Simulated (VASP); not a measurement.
# ZrC (I4/mmm) in VASP: notebook, part 2 of 2

VASP 6.6.1.

**4. Single point, PBEsol (strain +0.015 along x and y, +0.000 along z)**

The input, INCAR:

```
PREC = Accurate
ENCUT = 520
EDIFF = 1E-7
ISMEAR = 0
SIGMA = 0.15
LREAL = F
LASPH = T
NELM = 100
ALGO = Normal
ISIF = 2
LWAVE = F
LCHARG = F
GGA = PS
NBANDS = 15
```

The input, KPOINTS:

```
Automatic mesh
0
Gamma
  18 18 18
```

The input, POSCAR:

```
ZrC
1.0
    0.0000000000      2.3854631500      2.3502100000
    2.3854631500      0.0000000000      2.3502100000
    2.3854631500      2.3854631500      0.0000000000
Zr C
1 1
Direct
    0.5000000000      0.5000000000      0.5000000000
    0.0000000000      0.0000000000      0.0000000000
```

Potentials or basis: VASP PAW PBE potentials, release 64 (Zr_sv, C).

Launch:

```console
> cat potpaw_PBE.64/Zr_sv/POTCAR potpaw_PBE.64/C/POTCAR > POTCAR
> mpirun -np 1 vasp_std > vasp.out
```

OUTCAR:

```text
PREC = Accurate
   ENCUT = 520
   EDIFF = 1E-7
   ISMEAR = 0
   LREAL = F
   LASPH = T
   NELM = 100
   ISIF = 2
   GGA = PS

 ion  position               nearest neighbor table
   1  0.500  0.500  0.500-   2 2.35   2 2.35   2 2.39   2 2.39   2 2.39   2 2.39
   2  0.000  0.000  0.000-   1 2.35   1 2.35   1 2.39   1 2.39   1 2.39   1 2.39

  LATTYP: Found a body centered tetragonal cell.
 ALAT       =     3.3735543393
 C/A-ratio  =     1.3933138546

  Lattice vectors:

 A1 = (   0.0000000000,  -2.3854631500,  -2.3502100000)
 A2 = (   0.0000000000,   2.3854631500,  -2.3502100000)
 A3 = (   2.3854631500,   0.0000000000,   2.3502100000)

Analysis of symmetry for initial positions (statically):
=====================================================================
 Subroutine PRICEL returns:
 Original cell was already a primitive cell.

 Routine SETGRP: Setting up the symmetry group for a
 body centered tetragonal supercell.

 Subroutine GETGRP returns: Found 16 space group operations
 (whereof 16 operations were pure point group operations)
 out of a pool of 16 trial point group operations.

The static configuration has the point symmetry D_4h.

[... 168 lines left out ...]
 k-point     1 :       0.0000    0.0000    0.0000
  band No.  band energies     occupation
      1     -38.9355      2.00000
      2     -16.6987      2.00000
      3     -16.6987      2.00000
      4     -16.6866      2.00000
      5      -2.0219      2.00000
      6      10.0742      0.00000
      7      10.0742      0.00000
      8      10.1457      0.00000
      9      10.1541      0.00000
     10      10.1541      0.00000
     11      10.2949      0.00000
     12      11.7915      0.00000
     13      11.9418      0.00000
     14      16.1276      0.00000
[... 401 lines left out ...]
      2     -17.0743      2.00000
      3     -16.7488      2.00000
      4     -16.7279      2.00000
      5      -0.8623      2.00000
      6       6.5129      2.00000
      7       7.3706      2.00000
      8       7.7251      2.00000
      9      11.2590      0.00000
     10      11.6087      0.00000
     11      12.2091      0.00000
     12      15.0729      0.00000
     13      16.0269      0.00000
     14      17.9187      0.00000
     15      21.9806      0.00000

 [... further k-points ...]
[... 5 lines left out ...]
  --------------------------------------------------------------------------------------
  -------------------------------------------------------------------------------------
  Total       -1.9724794     -1.9724794     -1.1790402      0.0000000      0.0000000      0.0000000
  in kB     -118.1519677   -118.1519677    -70.6247818      0.0000000      0.0000000      0.0000000
  external PRESSURE =    -102.3095724 kB  Pullay stress =       0.0000000 kB

 VOLUME and BASIS-vectors are now :
 -----------------------------------------------------------------------------
  energy-cutoff  :      520.00
  volume of cell :       26.75
      direct lattice vectors                 reciprocal lattice vectors
     0.000000000  2.385463150  2.350210000    -0.209602902  0.209602902  0.212746946
     2.385463150  0.000000000  2.350210000     0.209602902 -0.209602902  0.212746946
     2.385463150  2.385463150  0.000000000     0.209602902  0.209602902 -0.212746946

 POSITION                                       TOTAL-FORCE (eV/Angst)
 -----------------------------------------------------------------------------------
      2.38546      2.38546      2.35021         0.000000     -0.000000      0.000000
      0.00000      0.00000      0.00000        -0.000000      0.000000      0.000000
 -----------------------------------------------------------------------------------
    total drift:                                0.000000      0.000000      0.000000

  FREE ENERGIE OF THE ION-ELECTRON SYSTEM (eV)
  ---------------------------------------------------
  free  energy   TOTEN  =       -20.5291956979 eV

  energy  without entropy=      -20.5255321232  energy(sigma->0) =      -20.52736391
```

OSZICAR:

```text
N       E                     dE             d eps       ncg     rms          rms(c)
DAV:   1     0.991982417472E+02    0.99198E+02   -0.85617E+03 14424   0.107E+03
DAV:   2    -0.175559722504E+02   -0.11675E+03   -0.10959E+03 18313   0.287E+02
DAV:   3    -0.236763006493E+02   -0.61203E+01   -0.60822E+01 24477   0.549E+01
DAV:   4    -0.237997691889E+02   -0.12347E+00   -0.12341E+00 17395   0.567E+00
DAV:   5    -0.238011765554E+02   -0.14074E-02   -0.14073E-02 18892   0.526E-01    0.197E+01
DAV:   6    -0.206837777945E+02    0.31174E+01   -0.58239E+00 17225   0.217E+01    0.710E+00
DAV:   7    -0.205578753482E+02    0.12590E+00   -0.57685E-01 16624   0.567E+00    0.596E+00
DAV:   8    -0.205608866701E+02   -0.30113E-02   -0.33704E-01 17454   0.429E+00    0.418E+00
DAV:   9    -0.205296270799E+02    0.31260E-01   -0.57855E-02 15856   0.167E+00    0.597E-01
DAV:  10    -0.205292063358E+02    0.42074E-03   -0.40318E-03 18981   0.561E-01    0.585E-02
DAV:  11    -0.205292008876E+02    0.54482E-05   -0.13423E-04 16864   0.114E-01    0.434E-02
DAV:  12    -0.205291962373E+02    0.46503E-05   -0.44857E-06 18231   0.178E-02    0.989E-03
DAV:  13    -0.205291957836E+02    0.45363E-06   -0.14814E-06 18289   0.757E-03    0.328E-03
DAV:  14    -0.205291956979E+02    0.85780E-07   -0.87789E-08 12068   0.196E-03
   1 F= -.20529196E+02 E0= -.20527364E+02  d E =-.366357E-02
```

Run time: 89 s. Hardware: 1 thread of Intel Xeon 6975P-C (Granite Rapids), shared host; peak memory 0.31 GiB.

Results:

```yaml
Free_energy: -20.5292 eV
Pressure: -10.2 GPa
Band_gap_on_the_k_mesh: zero (band 8 reaches 10.15 eV, above the bottom of band 9 at 8.71 eV)
```

Levels at points of the mesh, in eV from the Fermi level:
| k point | band 6 | band 7 | band 8 | band 9 | band 10 | band 11 |
| --- | --- | --- | --- | --- | --- | --- |
| (0.00, 0.00, 0.00) | 0.91 | 0.91 | 0.99 | 0.99 | 0.99 | 1.14 |
| (0.50, 0.00, 0.00) | -5.23 | -2.86 | -2.84 | 4.29 | 4.39 | 5.15 |
| (0.50, 0.50, 0.00) | -2.01 | -1.75 | -0.02 | -0.02 | 4.31 | 5.46 |
| (0.50, 0.00, 0.50) | -2.16 | -1.72 | 0.03 | 0.09 | 4.29 | 5.38 |

Caveat: the cell differs from its parent crystal (strain +0.015 along x and y, +0.000 along z); the PAW data sets were made with another functional, which shifts forces and pressure a little.

**5. Overview**

| cell | gap on the mesh (eV) | pressure (GPa) |
| --- | --- | --- |
| a = 3.349, b = 3.349, c = 3.324 Å, angles 60.2, 60.2, 59.5°, 2 atoms | none | -7.3 |
| a = 3.374, b = 3.374, c = 3.324 Å, angles 60.5, 60.5, 59.0°, 2 atoms | none | -9.9 |
| a = 3.349, b = 3.349, c = 3.374 Å, angles 59.8, 59.8, 60.5°, 2 atoms | none | -10.2 |

Alike in all rows: task single point; level PBEsol; potentials or basis VASP PAW PBE potentials, release 64 (Zr_sv, C); no spin polarisation; k mesh 18 × 18 × 18; cutoff (eV) 520; smearing gaussian 0.15 eV.

Caveats: the PAW data sets were made with another functional, which shifts forces and pressure a little.

Absolute energies hang on the potentials; compare differences alone.
